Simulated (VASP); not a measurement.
Runs of VASP 6.6.1 on BAs. The structure is that of space group Pmmn (No. 59), or close to it. The cells are those of the table. 

| task | cell | k mesh | cutoff (eV) | smearing | gap on the mesh (eV) | pressure (GPa) | largest force (eV/Å) |
| --- | --- | --- | --- | --- | --- | --- | --- |
| single point | a = 3.405, b = 10.497, c = 5.147 Å, 12 atoms | 6 × 2 × 4 | 520 | gaussian 0.1 eV | (a) | (b) | 0.02 |
| single point | a = 3.321, b = 10.352, c = 4.821 Å, 12 atoms | 6 × 2 × 4 | 520 | gaussian 0.1 eV | 0.20 | 15.6 | 1.44 |
| relaxation of cell and atoms | relaxed from a = 3.321, b = 10.352, c = 4.821 Å, 12 atoms | 6 × 2 × 4 | 600 | gaussian 0.1 eV | 0.72 | 0.1 | 0.03 |
| single point | a = 3.403, b = 10.495, c = 5.155 Å, 12 atoms | 8 × 4 × 6 | 520 | gaussian 0.02 eV | 0.72 | 0.5 | 0.02 |

Alike in all rows: level PBE; potentials or basis VASP PAW PBE potentials, release 64 (B, As); no spin polarisation.

Fill in the values left out.

(a) 0.71; (b) 0.6.

Caveats: forces of over 1 eV/Å act on the atoms, so gaps and moduli don't describe the material at rest (some runs).

A k mesh can miss the band edges, and the runs leave out spin-orbit coupling on As.
